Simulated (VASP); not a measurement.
Wanted: the native input for a VASP 6.6.1 run.

- Task: single point
- Functional: r2SCAN
- Potentials or basis: VASP PAW PBE potentials, release 64 (Ti_sv)
- Cutoff: 520 eV
- k mesh: 7 × 7 × 10
- Occupations: methfessel-paxton, width 0.5 eV
- Spin: no spin polarisation
- Dipole correction: no
- Further INCAR settings: ALGO = Normal; EDIFF = 1e-07; NBANDS = 25

The system is Ti.

```xyz
3
Lattice="4.6000 0.0000 0.0000 -2.3000 3.9837 0.0000 0.0000 0.0000 2.8200" Properties=species:S:1:pos:R:3 pbc="T T T"
Ti    0.0000    0.0000    0.0000
Ti    0.0000    2.6558    1.4100
Ti    2.3000    1.3279    1.4100
```

One way to write it, as run:

POSCAR

```
Ti
1.0
    4.6000000000      0.0000000000      0.0000000000
   -2.3000000000      3.9837170000      0.0000000000
    0.0000000000      0.0000000000      2.8200000000
Ti
3
Direct
    0.0000000000      0.0000000000      0.0000000000
    0.3333333333      0.6666666667      0.5000000000
    0.6666666667      0.3333333333      0.5000000000
```

INCAR.step1

```
SYSTEM = Ti
PREC = Accurate ; ENCUT = 520
ISMEAR = 1 ; SIGMA = 0.5
LREAL = .False. ; LASPH = .True.
NELM = 80 ; NBANDS = 25
GGA = PE ; ALGO = Normal
EDIFF = 1E-4 ; LWAVE = .True.
LCHARG = .False.
```

INCAR.step2

```
SYSTEM = Ti
PREC = Accurate ; ENCUT = 520
EDIFF = 1E-7 ; ISMEAR = 1
SIGMA = 0.5 ; LREAL = .False.
LASPH = .True. ; NELM = 80
ALGO = Normal ; ISIF = 2
LWAVE = .False. ; LCHARG = .False.
METAGGA = R2SCAN ; LMIXTAU = .True.
NBANDS = 25 ; ISTART = 1
```

KPOINTS

```
regular mesh
0
Gamma
  7 7 10
  0 0 0
```

Potentials or basis: VASP PAW PBE potentials, release 64 (Ti_sv).

Run with:

```sh
$ cat potpaw_PBE.64/Ti_sv/POTCAR > POTCAR
$ cp INCAR.step1 INCAR
$ mpirun -np 1 vasp_std > vasp.out
$ cp INCAR.step2 INCAR
$ mpirun -np 1 vasp_std > vasp.out
```

It gave:

```yaml
Pressure: -1.2 GPa
Band_gap_on_the_k_mesh: zero (band 18 reaches 8.54 eV, above the bottom of band 19 at 8.33 eV)
```

Caveat: the PAW data sets were made with another functional, which shifts forces and pressure a little.

It took 3.9 min on 1 thread of AMD EPYC 9R45 96-Core Processor (Zen 5), with other jobs on the host, peak memory 0.17 GiB.
